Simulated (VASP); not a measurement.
# Zr (Fm-3m) in VASP: a series of runs

The runs below take Zr through electric field gradients, with LDA, PBEsol, r2SCAN, PBE.

Everything below comes from runs of VASP 6.6.1. Logs are shortened: lines on timing, memory, paths and dates and some standing lists are left out, and cuts for length are marked.

### 1 The cell of the first run

The structure is cubic, space group Fm-3m (No. 225). The conventional cell has a = 4.510 Å, b = 4.510 Å, c = 4.510 Å, α = 90.00°, β = 90.00°, γ = 90.00°. Zr (site symmetry m-3m) has 12 Zr at 3.19 Å within 4.2 Å.

### 2 Electric field gradients, LDA

INCAR reads:

```
PREC     = Accurate       # precision mode
ENCUT    = 520            # plane-wave cutoff, eV
EDIFF    = 1E-8           # SCF threshold, eV
ISMEAR   = -1             # smearing method
SIGMA    = 0.05           # smearing width, eV
LREAL    = F              # projectors in reciprocal space
LASPH    = T              # aspherical terms in the spheres
NELM     = 100            # most SCF steps
ALGO     = Normal         # electronic algorithm
ISIF     = 2              # what is computed and relaxed
LWAVE    = F              # write WAVECAR
LCHARG   = F              # write CHGCAR
GGA      = CA             # functional
LEFG     = T            
NBANDS   = 12             # bands
```

KPOINTS reads:

```
Automatic mesh
0
Gamma
  13 13 13
```

POSCAR reads:

```
Zr
1.0
    0.0000000000      2.2550000000      2.2550000000
    2.2550000000      0.0000000000      2.2550000000
    2.2550000000      2.2550000000      0.0000000000
Zr
1
Direct
    0.0000000000      0.0000000000      0.0000000000
```

Potentials or basis: VASP PAW LDA potentials, release 64 (Zr_sv).

Command:

```console
cat potpaw_LDA.64/Zr_sv/POTCAR > POTCAR
mpirun -np 1 vasp_std > vasp.out
```

OUTCAR:

```text
PREC = Accurate
   ENCUT = 520
   EDIFF = 1E-8
   ISMEAR = -1
   LREAL = F
   LASPH = T
   NELM = 100
   ISIF = 2
   GGA = CA

 ion  position               nearest neighbor table
   1  0.000  0.000  0.000-

  LATTYP: Found a face centered cubic cell.
 ALAT       =     4.5100000000

  Lattice vectors:

 A1 = (   0.0000000000,   2.2550000000,   2.2550000000)
 A2 = (   2.2550000000,   0.0000000000,   2.2550000000)
 A3 = (   2.2550000000,   2.2550000000,   0.0000000000)

Analysis of symmetry for initial positions (statically):
=====================================================================
 Subroutine PRICEL returns:
 Original cell was already a primitive cell.

 Routine SETGRP: Setting up the symmetry group for a
 face centered cubic supercell.

 Subroutine GETGRP returns: Found 48 space group operations
 (whereof 48 operations were pure point group operations)
 out of a pool of 48 trial point group operations.

The static configuration has the point symmetry O_h .

Analysis of symmetry for dynamics (positions and initial velocities):
=====================================================================
 Subroutine PRICEL returns:
 Original cell was already a primitive cell.

 Routine SETGRP: Setting up the symmetry group for a
 face centered cubic supercell.

 Subroutine GETGRP returns: Found 48 space group operations
 (whereof 48 operations were pure point group operations)
 out of a pool of 48 trial point group operations.

The dynamic configuration has the point symmetry O_h .

 Subroutine INISYM returns: Found 48 space group operations
 (whereof 48 operations are pure point group operations),
 and found     1 'primitive' translations

----------------------------------------------------------------------------------------

                                     Primitive cell

  volume of cell :      22.9335

  direct lattice vectors                    reciprocal lattice vectors
     0.000000000  2.255000000  2.255000000    -0.221729490  0.221729490  0.221729490
     2.255000000  0.000000000  2.255000000     0.221729490 -0.221729490  0.221729490
     2.255000000  2.255000000  0.000000000     0.221729490  0.221729490 -0.221729490

  length of vectors
     3.189051583  3.189051583  3.189051583     0.384046742  0.384046742  0.384046742

  position of ions in fractional coordinates (direct lattice)
     0.000000000  0.000000000  0.000000000

  ion indices of the primitive-cell ions
   primitive index   ion index
                 1           1

----------------------------------------------------------------------------------------

 KPOINTS: Automatic mesh

Automatic generation of k-mesh.
 Grid dimensions read from file:
 generate k-points for:   13   13   13

 Generating k-lattice:

  Cartesian coordinates                     Fractional coordinates (reciprocal lattice)
    -0.017056115  0.017056115  0.017056115     0.076923077  0.000000000  0.000000000
     0.017056115 -0.017056115  0.017056115     0.000000000  0.076923077  0.000000000
     0.017056115  0.017056115 -0.017056115     0.000000000  0.000000000  0.076923077

  Length of vectors
     0.029542057  0.029542057  0.029542057

  Shift w.r.t. Gamma in fractional coordinates (k-lattice)
     0.000000000  0.000000000  0.000000000

 Subroutine IBZKPT returns following result:
 ===========================================

 Found     84 irreducible k-points:

 Following reciprocal coordinates:
            Coordinates               Weight
  0.000000  0.000000  0.000000      1.000000
  0.076923  0.000000  0.000000      8.000000
  0.153846  0.000000  0.000000      8.000000
  0.230769  0.000000  0.000000      8.000000
  0.307692  0.000000  0.000000      8.000000
  0.384615  0.000000  0.000000      8.000000
[... 16 lines left out ...]
  0.384615  0.153846  0.000000     24.000000
  0.461538  0.153846  0.000000     24.000000
 [... further k-points ...]
   k-points           NKPTS =     84   k-points in BZ     NKDIM =     84   number of bands    NBANDS=     12
   number of dos      NEDOS =    301   number of ions     NIONS =      1
   total plane-waves  NPLWV =  13824
   dimension x,y,z NGX =    24 NGY =   24 NGZ =   24
   dimension x,y,z NGXF=    48 NGYF=   48 NGZF=   48
   ions per type =               1
   NGX,Y,Z   is equivalent  to a cutoff of  12.51, 12.51, 12.51 a.u.
   NGXF,Y,Z  is equivalent  to a cutoff of  25.02, 25.02, 25.02 a.u.
 SYSTEM =  unknown system
   PREC   = accura    normal or accurate (medium, high low for compatibility)
   ISTART =      0    job   : 0-new  1-cont  2-samecut
   ICHARG =      2    charge: 1-file 2-atom 10-const
   ISPIN  =      1    spin polarized calculation?
   LNONCOLLINEAR =      F non collinear calculations
   LSORBIT =      F    spin-orbit coupling
   LASPH  =      T    aspherical Exc in radial PAW
   ENCUT  =  520.0 eV  38.22 Ry    6.18 a.u.   5.93  5.93  5.93*2*pi/ulx,y,z
   NELM   =    100;   NELMIN=  2; NELMDL= -5     # of ELM steps
   EDIFF  = 0.1E-07   stopping-criterion for ELM
   LREAL  =      F    real-space projection
   EDIFFG = 0.1E-06   stopping-criterion for IOM
   NSW    =      0    number of steps for IOM
   IBRION =     -1    ionic relax: 0-MD 1-quasi-New 2-CG
   NFREE  =      0    steps in history (QN), initial steepest desc. (CG)
   ISIF   =      2    stress and relaxation
   ISYM   =      2    0-nonsym 1-usesym 2-fastsym
   POTIM  = 0.5000    time-step for ionic-motion
   TEBEG  =    0.0;   TEEND  =   0.0 temperature during run
   PSTRESS=    0.0 pullay stress
   NELECT =      12.0000    total number of electrons
   NUPDOWN=      -1.0000    fix difference up-down
   EMIN   =  10.00;   EMAX   =-10.00  energy-range for DOS
   EFERMI =   0.00;   METHOD = LEGACY
   ISMEAR =    -1;   SIGMA  =   0.05  broadening in eV -4-tet -1-fermi 0-gaus
   EFERMI_NEDOS =   21; number of points for ismear=-14 and -15
   IALGO  =     38    algorithm
   IMIX   =      4    mixing-type and parameters
     AMIX     =   0.40;   BMIX     =  1.00
     AMIX_MAG =   1.60;   BMIX_MAG =  1.00
  volume/ion in A,a.u.               =      22.93       154.76
  Fermi-wavevector in a.u.,A,eV,Ry     =   1.319204  2.492935 23.678216  1.740300
  Thomas-Fermi vector in A             =   2.449119
   LORBIT       =      0    0 simple, 1 ext, 2 COOP (PROOUT), +10 PAW based schemes
   GGA     = CA    functional components
   LHFCALC =     F    Hartree Fock is set to
   AEXX    =    0.0000 exact exchange contribution
   IVDW    =     0    specifies the selected vdW correction
   LEPSILON=     F    determine dielectric tensor
   LRPA    =     F    only Hartree local field effects (RPA)
 non-spin polarized calculation
  energy-cutoff  :      520.00
  volume of cell :       22.93
 maximum number of plane-waves:       628
   NGX = 11   NGY = 11   NGZ = 11

 number of electron      12.0000000 magnetization

 Free energy of the ion-electron system (eV)
  ---------------------------------------------------
  ext. energy  EPLUGINS =         0.00000000
  ---------------------------------------------------
  free energy    TOTEN  =        -9.24576453 eV

  energy without entropy =       -9.23108157  energy(sigma->0) =       -9.23842305

 E-fermi :   8.8519     XC(G=0): -11.3634

 val. band max:        8.8452050792   @ k =   0.1538   0.1538   0.0000
 cond. band min:       8.8543685033   @ k =  -0.3077   0.3077   0.0000
 fundamental gap:      0.0091634241
 Fermi energy:         8.8518913966

 k-point     1 :       0.0000    0.0000    0.0000
  band No.  band energies     occupation
      1     -39.5494      2.00000
      2     -17.1799      2.00000
      3     -17.1799      2.00000
      4     -17.1799      2.00000
      5       3.3037      2.00000
      6       9.8051      0.00000
      7       9.8051      0.00000
      8       9.8051      0.00000
      9      12.2459      0.00000
     10      12.2459      0.00000
     11      19.4466      0.00000
     12      23.6169      0.00000

 k-point     2 :       0.0769    0.0000    0.0000
  band No.  band energies     occupation
      1     -39.5408      2.00000
      2     -17.2427      2.00000
      3     -17.1877      2.00000
      4     -17.1877      2.00000
      5       3.4976      2.00000
      6       9.6318      0.00000
      7       9.8953      0.00000
      8       9.8953      0.00000
      9      12.1571      0.00000
     10      12.1571      0.00000
     11      19.8578      0.00000
     12      22.8492      0.00000
[... 316 lines left out ...]
 k-point    24 :       0.4615    0.1538    0.0000
  band No.  band energies     occupation
      1     -39.3922      2.00000
      2     -18.0768      2.00000
      3     -17.4280      2.00000
      4     -17.3661      2.00000
      5       6.4085      2.00000
      6       8.5254      1.99709
      7       9.3883      0.00004
      8      10.3584      0.00000
      9      14.1665      0.00000
     10      14.1784      0.00000
     11      18.6628      0.00000
     12      21.0599      0.00000

 [... further k-points ...]

------------------------ aborting loop because EDIFF is reached ----------------------------------------

  FORCE on cell =-STRESS in cart. coord.  units (eV):
  Direction    XX          YY          ZZ          XY          YZ          ZX
  --------------------------------------------------------------------------------------
  -------------------------------------------------------------------------------------
  Total       -0.7937995     -0.7937995     -0.7937995     -0.0000000      0.0000000     -0.0000000
  in kB      -55.4564135    -55.4564135    -55.4564135     -0.0000000      0.0000000     -0.0000000
  external PRESSURE =     -55.4564135 kB  Pullay stress =       0.0000000 kB

 VOLUME and BASIS-vectors are now :
 -----------------------------------------------------------------------------
  energy-cutoff  :      520.00
  volume of cell :       22.93
      direct lattice vectors                 reciprocal lattice vectors
     0.000000000  2.255000000  2.255000000    -0.221729490  0.221729490  0.221729490
     2.255000000  0.000000000  2.255000000     0.221729490 -0.221729490  0.221729490
     2.255000000  2.255000000  0.000000000     0.221729490  0.221729490 -0.221729490

 POSITION                                       TOTAL-FORCE (eV/Angst)
 -----------------------------------------------------------------------------------
      0.00000      0.00000      0.00000        -0.000000     -0.000000      0.000000
 -----------------------------------------------------------------------------------
    total drift:                                0.000000      0.000000      0.000000

  FREE ENERGIE OF THE ION-ELECTRON SYSTEM (eV)
  ---------------------------------------------------
  free  energy   TOTEN  =        -9.2457645298 eV

  energy  without entropy=       -9.2310815686  energy(sigma->0) =       -9.23842305

 Electric field gradients (V/A^2)
---------------------------------------------------------------------
 ion       V_xx      V_yy      V_zz      V_xy      V_xz      V_yz
---------------------------------------------------------------------
   1      -0.000    -0.000     0.000    -0.000    -0.000    -0.000
---------------------------------------------------------------------

 Electric field gradients after diagonalization (V/A^2)
 (convention: |V_zz| > |V_xx| > |V_yy|)
----------------------------------------------------------------------
 ion       V_xx      V_yy      V_zz     asymmetry (V_yy - V_xx)/ V_zz
----------------------------------------------------------------------
   1       0.000     0.000    -0.000       0.000
----------------------------------------------------------------------

           NMR quadrupolar parameters

 Cq : quadrupolar parameter    Cq=e*Q*V_zz/h
 eta: asymmetry parameters     (V_yy - V_xx)/ V_zz
 Q  : nuclear electric quadrupole moment in mb (millibarn)
----------------------------------------------------------------------
 ion       Cq(MHz)       eta       Q (mb)
----------------------------------------------------------------------
   1      -0.000       0.000       1.000
----------------------------------------------------------------------
```

Run time: 22 s. Hardware: 1 thread of Intel Xeon Platinum 8488C (Sapphire Rapids), shared host; peak memory 0.14 GiB.

What came out:

* Free energy: -9.2458 eV
* Pressure: -5.5 GPa
* Band gap on the k mesh: zero (band 6 reaches 9.81 eV, above the bottom of band 7 at 8.29 eV)

Levels at points of the mesh, in eV from the Fermi level:
```
           k point  band 3  band 4  band 5  band 6  band 7  band 8  band 9  band 10
(0.00, 0.00, 0.00)  -26.03  -26.03   -5.55    0.95    0.95    0.95    3.39     3.39
```

Caveat: without QUAD_EFG the Cq values of the log hold for a quadrupole moment of 1 mb, not for the nuclei.

### 3 Electric field gradients, PBEsol

INCAR reads:

```
SYSTEM = Zr
ALGO = Normal
EDIFF = 1E-8
ENCUT = 520
GGA = PS
ISIF = 2
ISMEAR = -1
LASPH = .True.
LCHARG = .False.
LEFG = .True.
LREAL = .False.
LWAVE = .False.
NBANDS = 12
NELM = 100
PREC = Accurate
SIGMA = 0.05
```

KPOINTS reads:

```
k-points
0
Gamma
  13 13 13
  0 0 0
```

POSCAR is that of step 2.

Potentials or basis: VASP PAW PBE potentials, release 64 (Zr_sv).

Command:

```console
cat potpaw_PBE.64/Zr_sv/POTCAR > POTCAR
mpirun -np 1 vasp_std > vasp.out
```

OUTCAR:

```text
SYSTEM = Zr
   EDIFF = 1E-8
   ENCUT = 520
   GGA = PS
   ISIF = 2
   ISMEAR = -1
   LASPH = .True.
   LREAL = .False.
   NELM = 100
   PREC = Accurate

 ion  position               nearest neighbor table
   1  0.000  0.000  0.000-

  LATTYP: Found a face centered cubic cell.
 ALAT       =     4.5100000000

  Lattice vectors:

 A1 = (   0.0000000000,   2.2550000000,   2.2550000000)
 A2 = (   2.2550000000,   0.0000000000,   2.2550000000)
 A3 = (   2.2550000000,   2.2550000000,   0.0000000000)

Analysis of symmetry for initial positions (statically):
=====================================================================
 Subroutine PRICEL returns:
 Original cell was already a primitive cell.

 Routine SETGRP: Setting up the symmetry group for a
 face centered cubic supercell.

[... 540 lines left out ...]
  external PRESSURE =     -26.4924956 kB  Pullay stress =       0.0000000 kB

 VOLUME and BASIS-vectors are now :
 -----------------------------------------------------------------------------
  energy-cutoff  :      520.00
  volume of cell :       22.93
      direct lattice vectors                 reciprocal lattice vectors
     0.000000000  2.255000000  2.255000000    -0.221729490  0.221729490  0.221729490
     2.255000000  0.000000000  2.255000000     0.221729490 -0.221729490  0.221729490
     2.255000000  2.255000000  0.000000000     0.221729490  0.221729490 -0.221729490

 POSITION                                       TOTAL-FORCE (eV/Angst)
 -----------------------------------------------------------------------------------
      0.00000      0.00000      0.00000         0.000000      0.000000      0.000000
 -----------------------------------------------------------------------------------
    total drift:                               -0.000000     -0.000000     -0.000000

  FREE ENERGIE OF THE ION-ELECTRON SYSTEM (eV)
  ---------------------------------------------------
  free  energy   TOTEN  =        -9.0466896427 eV

  energy  without entropy=       -9.0323730662  energy(sigma->0) =       -9.03953135

 Electric field gradients (V/A^2)
---------------------------------------------------------------------
 ion       V_xx      V_yy      V_zz      V_xy      V_xz      V_yz
---------------------------------------------------------------------
   1      -0.000     0.000     0.000    -0.000    -0.000    -0.000
---------------------------------------------------------------------

 Electric field gradients after diagonalization (V/A^2)
 (convention: |V_zz| > |V_xx| > |V_yy|)
----------------------------------------------------------------------
 ion       V_xx      V_yy      V_zz     asymmetry (V_yy - V_xx)/ V_zz
----------------------------------------------------------------------
   1       0.000     0.000    -0.000       0.000
----------------------------------------------------------------------

           NMR quadrupolar parameters

 Cq : quadrupolar parameter    Cq=e*Q*V_zz/h
 eta: asymmetry parameters     (V_yy - V_xx)/ V_zz
 Q  : nuclear electric quadrupole moment in mb (millibarn)
----------------------------------------------------------------------
 ion       Cq(MHz)       eta       Q (mb)
----------------------------------------------------------------------
   1      -0.000       0.000       1.000
----------------------------------------------------------------------
```

It took 17 s on 1 thread of Intel Xeon Platinum 8488C (Sapphire Rapids), shared host; peak memory 0.15 GiB.

What came out:

```yaml
Free_energy: -9.0467 eV
Pressure: -2.6 GPa
Band_gap_on_the_k_mesh: zero (band 6 reaches 9.90 eV, above the bottom of band 7 at 8.35 eV)
```

Caveat: without QUAD_EFG the Cq values of the log hold for a quadrupole moment of 1 mb, not for the nuclei; the PAW data sets were made with another functional, which shifts forces and pressure a little.

[end of part 1 of 2]
